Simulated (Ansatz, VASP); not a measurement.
**Tl: VASP beside Ansatz**

The input INCAR:

```
SYSTEM = Tl
  ALGO = Fast
  EDIFF = 1E-6
  ENCUT = 520
  GGA = PE
  ISIF = 2
  ISMEAR = -1
  LASPH = .TRUE.
  LCHARG = .FALSE.
  LREAL = .FALSE.
  LWAVE = .FALSE.
  NBANDS = 20
  NELM = 60
  PREC = Accurate
  SIGMA = 0.05
```

The input KPOINTS:

```
k-points
0
G
  7 7 4
  0 0 0
```

POSCAR

```
Tl
1.0
    3.5251200000      0.0000000000      0.0000000000
   -1.7625600000      3.0528434714      0.0000000000
    0.0000000000      0.0000000000      5.5250000000
Tl
2
Direct
    0.6666666667      0.3333333333      0.7500000000
    0.3333333333      0.6666666667      0.2500000000
```

Contents of input.yaml:

```yaml
crystal:
  lattice:
    - [3.52512, 0.0, 0.0]
    - [-1.76256, 3.0528434714, 0.0]
    - [0.0, 0.0, 5.525]
  atoms:
    - { symbol: Tl, position: [0.6666666667, 0.3333333333, 0.75] }
    - { symbol: Tl, position: [0.3333333333, 0.6666666667, 0.25] }
hamiltonian:
  xc: pbe
  pseudopotentials: { kind: paw }
kpoints:
  mp_grid: { grid: [7, 7, 4] }
scf:
  occupations: { method: fermi_dirac, width: 0.05 }
output:
  forces: true
  stress: true
  eigenvalues: true
```

Alike in both runs: task single point; functional PBE; k mesh 7 × 7 × 4; occupations fermi-dirac, width 0.05 eV; no spin polarisation.

|  | VASP | Ansatz |
| --- | --- | --- |
| version | VASP 6.6.1 | Ansatz 0.2.0 |
| potentials or method | VASP PAW PBE potentials, release 64 (Tl_d) | Ansatz PAW |
| plane-wave cutoff (eV) | 520 | 420 |
| valence electrons in the cell | 26 | 26 |

```csv
,VASP,Ansatz,Ansatz less VASP
gap on the k mesh at the Fermi level (eV),none,none,-
pressure (GPa),1.8,1.8,+0.06
"traceless stress, the component that is largest in VASP (GPa)",-0.26,-0.26,+0.005
```

A gap of «none» marks a metal or a gap that the smearing closes.

Spin-orbit coupling is off throughout.
